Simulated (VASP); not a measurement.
# SiC (P6_3mc) in VASP: further runs

Runs on SiC. Level: PBE. Tasks: single point, elastic constants.

All numbers are computed with VASP 6.6.1; they aren't measurements. Logs are shortened: lines on timing, memory, paths and dates and some standing lists are left out, and cuts for length are marked.

## (1) The cell of the first run

The structure is hexagonal, space group P6_3mc (No. 186). Conventional cell: a = 3.092 Å, b = 3.092 Å, c = 5.074 Å, α = 90.00°, β = 90.00°, γ = 120.00°. Si (site symmetry 3m) has 4 C at 1.89 to 1.91 Å within 2.5 Å. C (site symmetry 3m) has 4 Si at 1.89 to 1.91 Å within 2.5 Å.

## (2) Single point, PBE

POSCAR

```
SiC
1.0
    3.0917665531      0.0000000000      0.0000000000
   -1.5458832765      2.6775483776      0.0000000000
    0.0000000000      0.0000000000      5.0740210596
Si C
2 2
Direct
    0.3333333333      0.6666666667      0.0045635119
    0.6666666667      0.3333333333      0.5045635119
    0.3333333333      0.6666666667      0.3804364881
    0.6666666667      0.3333333333      0.8804364881
```

INCAR.step1

```
SYSTEM = SiC
ALGO = Normal
EDIFF = 1E-7
ENCUT = 520
GGA = PE
ISIF = 2
ISMEAR = 0
LASPH = .TRUE.
LCHARG = .TRUE.
LREAL = .FALSE.
LWAVE = .FALSE.
NBANDS = 16
NELM = 60
PREC = Accurate
SIGMA = 0.02
```

KPOINTS.step1

```
k-points
0
G
  12 12 6
  0 0 0
```

INCAR.step2

```
SYSTEM = SiC
ALGO = Normal
EDIFF = 1E-7
ENCUT = 520
GGA = PE
ICHARG = 11
ISIF = 2
ISMEAR = -5
LASPH = .TRUE.
LCHARG = .FALSE.
LORBIT = 10
LREAL = .FALSE.
LWAVE = .FALSE.
NBANDS = 16
NEDOS = 1001
NELM = 60
PREC = Accurate
SIGMA = 0.02
```

KPOINTS.step2

```
k-points
0
G
  18 18 9
  0 0 0
```

Potentials or basis: VASP PAW PBE potentials, release 64 (Si, C).

Command:

```sh
> cat potpaw_PBE.64/Si/POTCAR potpaw_PBE.64/C/POTCAR > POTCAR
> cp INCAR.step1 INCAR
> cp KPOINTS.step1 KPOINTS
> mpirun -np 1 vasp_std > vasp.out
> cp INCAR.step2 INCAR
> cp KPOINTS.step2 KPOINTS
> mpirun -np 1 vasp_std > vasp.out
```

OUTCAR:

```text
SYSTEM = SiC
   EDIFF = 1E-7
   ENCUT = 520
   GGA = PE
   ICHARG = 11
   ISIF = 2
   ISMEAR = -5
   LASPH = .TRUE.
   LORBIT = 10
   LREAL = .FALSE.
   NELM = 60
   PREC = Accurate

 ion  position               nearest neighbor table
   1  0.333  0.667  0.005-   4 1.89   4 1.89   4 1.89   3 1.91   2 3.10   2 3.10   2 3.10   2 3.10
                             2 3.10   2 3.10
   2  0.667  0.333  0.505-   3 1.89   3 1.89   3 1.89   4 1.91   1 3.10   1 3.10   1 3.10   1 3.10
                             1 3.10   1 3.10
   3  0.333  0.667  0.380-   2 1.89   2 1.89   2 1.89   1 1.91
   4  0.667  0.333  0.880-   1 1.89   1 1.89   1 1.89   2 1.91

  LATTYP: Found a hexagonal cell.
 ALAT       =     3.0917665531
 C/A-ratio  =     1.6411397732

  Lattice vectors:

 A1 = (   3.0917665531,   0.0000000000,   0.0000000000)
 A2 = (  -1.5458832765,   2.6775483776,   0.0000000000)
 A3 = (   0.0000000000,   0.0000000000,   5.0740210596)

Analysis of symmetry for initial positions (statically):
=====================================================================
 Subroutine PRICEL returns:
 Original cell was already a primitive cell.

 Routine SETGRP: Setting up the symmetry group for a
 hexagonal supercell.

 Subroutine GETGRP returns: Found 12 space group operations
 (whereof  6 operations were pure point group operations)
 out of a pool of 24 trial point group operations.

The static configuration has the point symmetry C_3v.
 The point group associated with its full space group is C_6v.

Analysis of symmetry for dynamics (positions and initial velocities):
=====================================================================
 Subroutine PRICEL returns:
 Original cell was already a primitive cell.

 Routine SETGRP: Setting up the symmetry group for a
 hexagonal supercell.

 Subroutine GETGRP returns: Found 12 space group operations
 (whereof  6 operations were pure point group operations)
 out of a pool of 24 trial point group operations.

The dynamic configuration has the point symmetry C_3v.
 The point group associated with its full space group is C_6v.

 Subroutine INISYM returns: Found 12 space group operations
 (whereof  6 operations are pure point group operations),
 and found     1 'primitive' translations

----------------------------------------------------------------------------------------

                                     Primitive cell

  volume of cell :      42.0045

  direct lattice vectors                    reciprocal lattice vectors
     3.091766553  0.000000000  0.000000000     0.323439685  0.186737989  0.000000000
    -1.545883276  2.677548378  0.000000000     0.000000000  0.373475978  0.000000000
     0.000000000  0.000000000  5.074021060     0.000000000  0.000000000  0.197082351

  length of vectors
     3.091766553  3.091766553  5.074021060     0.373475978  0.373475978  0.197082351

  position of ions in fractional coordinates (direct lattice)
     0.333333333  0.666666667  0.004563512
     0.666666667  0.333333333  0.504563512
     0.333333333  0.666666667  0.380436488
     0.666666667  0.333333333  0.880436488

  ion indices of the primitive-cell ions
   primitive index   ion index
                 1           1
                 2           2
                 3           3
                 4           4

----------------------------------------------------------------------------------------

 KPOINTS: k-points

Automatic generation of k-mesh.
 Grid dimensions read from file:
 generate k-points for:   18   18    9

 Generating k-lattice:

  Cartesian coordinates                     Fractional coordinates (reciprocal lattice)
     0.017968871  0.010374333  0.000000000     0.055555556  0.000000000  0.000000000
     0.000000000  0.020748665  0.000000000     0.000000000  0.055555556  0.000000000
     0.000000000  0.000000000  0.021898039     0.000000000  0.000000000  0.111111111

  Length of vectors
     0.020748665  0.020748665  0.021898039

  Shift w.r.t. Gamma in fractional coordinates (k-lattice)
     0.000000000  0.000000000  0.000000000

 TETIRR: Found   2805 inequivalent tetrahedra from    17496

 Subroutine IBZKPT returns following result:
 ===========================================

 Found    185 irreducible k-points:

 Following reciprocal coordinates:
            Coordinates               Weight
  0.000000  0.000000  0.000000      1.000000
  0.055556  0.000000  0.000000      6.000000
  0.111111  0.000000  0.000000      6.000000
  0.166667  0.000000  0.000000      6.000000
  0.222222 -0.000000  0.000000      6.000000
  0.277778 -0.000000  0.000000      6.000000
[... 16 lines left out ...]
  0.333333  0.111111  0.000000     12.000000
  0.388889  0.111111  0.000000     12.000000
 [... further k-points ...]
   k-points           NKPTS =    185   k-points in BZ     NKDIM =    185   number of bands    NBANDS=     16
   number of dos      NEDOS =   1001   number of ions     NIONS =      4
   total plane-waves  NPLWV =  23040
   dimension x,y,z NGX =    24 NGY =   24 NGZ =   40
   dimension x,y,z NGXF=    48 NGYF=   48 NGZF=   80
   ions per type =               2   2
   NGX,Y,Z   is equivalent  to a cutoff of  12.90, 12.90, 13.11 a.u.
   NGXF,Y,Z  is equivalent  to a cutoff of  25.81, 25.81, 26.21 a.u.
 SYSTEM =  SiC
   PREC   = accura    normal or accurate (medium, high low for compatibility)
   ISTART =      0    job   : 0-new  1-cont  2-samecut
   ICHARG =     11    charge: 1-file 2-atom 10-const
   ISPIN  =      1    spin polarized calculation?
   LNONCOLLINEAR =      F non collinear calculations
   LSORBIT =      F    spin-orbit coupling
   LASPH  =      T    aspherical Exc in radial PAW
   ENCUT  =  520.0 eV  38.22 Ry    6.18 a.u.   5.75  5.75  9.43*2*pi/ulx,y,z
   NELM   =     60;   NELMIN=  2; NELMDL=  0     # of ELM steps
   EDIFF  = 0.1E-06   stopping-criterion for ELM
   LREAL  =      F    real-space projection
   EDIFFG = 0.1E-05   stopping-criterion for IOM
   NSW    =      0    number of steps for IOM
   IBRION =     -1    ionic relax: 0-MD 1-quasi-New 2-CG
   NFREE  =      0    steps in history (QN), initial steepest desc. (CG)
   ISIF   =      2    stress and relaxation
   ISYM   =      2    0-nonsym 1-usesym 2-fastsym
   POTIM  = 0.5000    time-step for ionic-motion
   TEBEG  =    0.0;   TEEND  =   0.0 temperature during run
   PSTRESS=    0.0 pullay stress
   NELECT =      16.0000    total number of electrons
   NUPDOWN=      -1.0000    fix difference up-down
   EMIN   =  10.00;   EMAX   =-10.00  energy-range for DOS
   EFERMI =   0.00;   METHOD = LEGACY
   ISMEAR =    -5;   SIGMA  =   0.02  broadening in eV -4-tet -1-fermi 0-gaus
   EFERMI_NEDOS =   21; number of points for ismear=-14 and -15
   IALGO  =     38    algorithm
   IMIX   =      4    mixing-type and parameters
     AMIX     =   0.40;   BMIX     =  1.00
     AMIX_MAG =   1.60;   BMIX_MAG =  1.00
  volume/ion in A,a.u.               =      10.50        70.87
  Fermi-wavevector in a.u.,A,eV,Ry     =   1.186723  2.242581 19.161244  1.408312
  Thomas-Fermi vector in A             =   2.322890
   LORBIT       =     10    0 simple, 1 ext, 2 COOP (PROOUT), +10 PAW based schemes
   GGA     = PE    functional components
   LHFCALC =     F    Hartree Fock is set to
   AEXX    =    0.0000 exact exchange contribution
   IVDW    =     0    specifies the selected vdW correction
   LEPSILON=     F    determine dielectric tensor
   LRPA    =     F    only Hartree local field effects (RPA)
 non-spin polarized calculation
 Fermi weights with tetrahedron method with Bloechl corrections
  energy-cutoff  :      520.00
  volume of cell :       42.00
 maximum number of plane-waves:      1152
 NGX is ok and might be reduce to    24

 number of electron      16.0000000 magnetization

 Free energy of the ion-electron system (eV)
  ---------------------------------------------------
  ext. energy  EPLUGINS =         0.00000000
  ---------------------------------------------------
  free energy    TOTEN  =       -30.11028076 eV

  energy without entropy =      -30.11028076  energy(sigma->0) =      -30.11028076

 E-fermi :   8.0978     XC(G=0): -11.2833

 val. band max:        8.0853508824   @ k =   0.0000   0.0000   0.0000
 cond. band min:      10.3896747609   @ k =   0.3333   0.3333   0.0000
 fundamental gap:      2.3043238785
 Fermi energy:         8.0977940002

 k-point     1 :       0.0000    0.0000    0.0000
  band No.  band energies     occupation
      1      -7.3608      2.00000
      2      -3.8514      2.00000
      3      -0.5228      2.00000
      4       6.7761      2.00000
      5       6.7761      2.00000
      6       7.9768      2.00000
[... 8 lines left out ...]
     15      16.9343      0.00000
     16      19.3057      0.00000

 k-point     2 :       0.0556    0.0000    0.0000
  band No.  band energies     occupation
      1      -7.3079      2.00000
      2      -3.8061      2.00000
      3      -0.4742      2.00000
      4       6.4548      2.00000
      5       6.6794      2.00000
      6       7.8633      2.00000
[... 8 lines left out ...]
     15      17.0733      0.00000
     16      18.8522      0.00000

 k-point     3 :       0.1111    0.0000    0.0000
  band No.  band energies     occupation
      1      -7.1495      2.00000
      2      -3.6716      2.00000
      3      -0.3299      2.00000
      4       5.6512      2.00000
      5       6.4280      2.00000
      6       7.3017      2.00000
[... 8 lines left out ...]
     15      17.4421      0.00000
     16      18.0481      0.00000
[... 362 lines left out ...]
 k-point    23 :       0.3333    0.1111    0.0000
  band No.  band energies     occupation
      1      -4.8068      2.00000
      2      -2.2818      2.00000
      3       0.5626      2.00000
      4       2.1840      2.00000
      5       2.8883      2.00000
      6       4.1760      2.00000
[... 8 lines left out ...]
     15      18.7523      0.00000
     16      19.6766      0.00000

 k-point    24 :       0.3889    0.1111    0.0000
  band No.  band energies     occupation
      1      -4.2425      2.00000
      2      -2.4175      2.00000
      3       0.4667      2.00000
      4       2.1637      2.00000
      5       2.6554      2.00000
      6       4.0106      2.00000
[... 8 lines left out ...]
     15      18.8063      0.00000
     16      20.0392      0.00000

 [... further k-points ...]

------------------------ aborting loop because EDIFF is reached ----------------------------------------

  FORCE on cell =-STRESS in cart. coord.  units (eV):
  Direction    XX          YY          ZZ          XY          YZ          ZX
  --------------------------------------------------------------------------------------
  -------------------------------------------------------------------------------------
  Total       -0.0026614     -0.0026614     -0.0045833     -0.0000000      0.0000000     -0.0000000
  in kB       -0.1015143     -0.1015143     -0.1748204     -0.0000000      0.0000000     -0.0000000
  external PRESSURE =      -0.1259497 kB  Pullay stress =       0.0000000 kB

 VOLUME and BASIS-vectors are now :
 -----------------------------------------------------------------------------
  energy-cutoff  :      520.00
  volume of cell :       42.00
      direct lattice vectors                 reciprocal lattice vectors
     3.091766553  0.000000000  0.000000000     0.323439685  0.186737989  0.000000000
    -1.545883276  2.677548378  0.000000000     0.000000000  0.373475978  0.000000000
     0.000000000  0.000000000  5.074021060     0.000000000  0.000000000  0.197082351

 POSITION                                       TOTAL-FORCE (eV/Angst)
 -----------------------------------------------------------------------------------
     -0.00000      1.78503      0.02316         0.000000     -0.000000      0.003374
      1.54588      0.89252      2.56017         0.000000      0.000000      0.003374
     -0.00000      1.78503      1.93034         0.000000     -0.000000     -0.003374
      1.54588      0.89252      4.46735        -0.000000      0.000000     -0.003374
 -----------------------------------------------------------------------------------
    total drift:                               -0.000000      0.000000     -0.000164

  FREE ENERGIE OF THE ION-ELECTRON SYSTEM (eV)
  ---------------------------------------------------
  free  energy   TOTEN  =       -30.1102807628 eV

  energy  without entropy=      -30.1102807628  energy(sigma->0) =      -30.11028076

 total charge

# of ion       s       p       d       tot
------------------------------------------
    1        0.707   0.956   0.000   1.663
    2        0.707   0.956   0.000   1.663
    3        0.836   1.697   0.000   2.533
    4        0.836   1.697   0.000   2.533
--------------------------------------------------
tot          3.086   5.306   0.000   8.392
```

It took 2.2 min on 1 thread of Intel Xeon 8259CL, shared host; peak memory 0.22 GiB.

What came out:

* Valence electrons inside the program's atomic spheres: Si 1.66; C 2.53

Levels at points of the mesh, in eV from the valence-band top:
| k point | band 6 | band 7 | band 8 | band 9 | band 10 | band 11 |
| --- | --- | --- | --- | --- | --- | --- |
| (0.00, 0.00, 0.00) | -0.11 | 0.00 | 0.00 | 4.68 | 6.05 | 6.58 |
| (0.50, 0.00, 0.00) | -3.29 | -3.24 | -1.19 | 2.75 | 4.21 | 6.76 |

## (3) Elastic constants, PBE

This run uses another cell than the first one, of 9.63 Å³/atom.

INCAR

```
SYSTEM = SiC
PREC     = Accurate       ! precision mode
ENCUT    = 600            ! plane-wave cutoff, eV
EDIFF    = 1E-8           ! SCF threshold, eV
ISMEAR   = 0              ! smearing method
SIGMA    = 0.01           ! smearing width, eV
LREAL    = .False.        ! projectors in reciprocal space
LASPH    = .True.         ! aspherical terms in the spheres
NELM     = 80             ! most SCF steps
ALGO     = Normal         ! electronic algorithm
ISIF     = 3              ! what is computed and relaxed
LWAVE    = .False.        ! write WAVECAR
LCHARG   = .False.        ! write CHGCAR
GGA      = PE             ! functional
IBRION   = 6              ! ionic algorithm
NFREE    = 2            
POTIM    = 0.015          ! step
NSW      = 1              ! ionic steps
```

KPOINTS

```
Automatic mesh
0
Gamma
  12 12 6
  0 0 0
```

POSCAR

```
SiC
1.0
    3.0043591517      0.0000000000      0.0000000000
   -1.5021795758      2.6018513475      0.0000000000
    0.0000000000      0.0000000000      4.9266059155
Si C
2 2
Direct
    0.3333333333      0.6666666667      0.0046000658
    0.6666666667      0.3333333333      0.5046000658
    0.3333333333      0.6666666667      0.3803999342
    0.6666666667      0.3333333333      0.8803999342
```

Potentials or basis: VASP PAW PBE potentials, release 64 (Si, C).

Command:

```sh
> cat potpaw_PBE.64/Si/POTCAR potpaw_PBE.64/C/POTCAR > POTCAR
> mpirun -np 1 vasp_std > vasp.out
```

It took 8.3 min on 1 thread of Intel Xeon 6975P-C (Granite Rapids), shared host; peak memory 0.49 GiB.

The run converged. Its results:

| Property | Result |
| --- | --- |
| Voigt bulk modulus | 272 GPa |
| Highest phonon frequency at Γ, LO-TO splitting left out | 902 cm⁻¹ |

Phonon frequencies in cm⁻¹ (negative: imaginary):
| q point | frequencies |
| --- | --- |
| (0.000, 0.000, 0.000) | 0 0 0 253 253 630 827 833 833 858 858 902 |

Elastic tensor in Voigt notation (GPa, in the Cartesian axes of the cell as first typed):
```
578 156  88   0   0   0
156 578  88   0   0   0
 88  88 629   0   0   0
  0   0   0 158   0   0
  0   0   0   0 158   0
  0   0   0   0   0 211
```

Clamped-ion elastic tensor (GPa):
```
664 114  45   0   0   0
114 664  45   0   0   0
 45  45 714   0   0   0
  0   0   0 182   0   0
  0   0   0   0 182   0
  0   0   0   0   0 275
```

Caveat: the cell is under stress, which shifts elastic constants.
